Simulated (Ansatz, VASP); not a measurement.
HfO2 in VASP and in Ansatz

```
Hf O
1.0
     0.00000    2.63111    2.63111
     2.63111    0.00000    2.63111
     2.63111    2.63111    0.00000
Hf O
1 2
Direct
  0.00000 0.00000 0.00000
  0.75000 0.75000 0.75000
  0.25000 0.25000 0.25000
```

Alike in both runs: task single point; functional PBE; k mesh 8 × 8 × 8; occupations gaussian, width 0.02 eV; no spin polarisation.

|  | VASP | Ansatz |
| --- | --- | --- |
| version | VASP 6.6.1 | Ansatz 0.2.0 |
| potentials or method | VASP PAW PBE potentials, release 64 (Hf_pv, O), cutoff 520 eV | scalar-relativistic, plane waves, PAW |
| valence electrons in the cell | 22 | 38 |

Ansatz gave:

- gap on the k mesh at the Fermi level (eV): 3.50
- least direct gap on the mesh (eV): 3.50
- pressure (GPa): -19.2

Question: Estimate VASP's values.

Answer: gap on the k mesh at the Fermi level (eV): 3.49; least direct gap on the mesh (eV): 3.49; pressure (GPa): -22.0.

VASP's potentials hold 22 valence electrons a cell and Ansatz's 38, so a difference there can come from the potentials and not from the codes.

Neither program's run includes spin-orbit coupling.
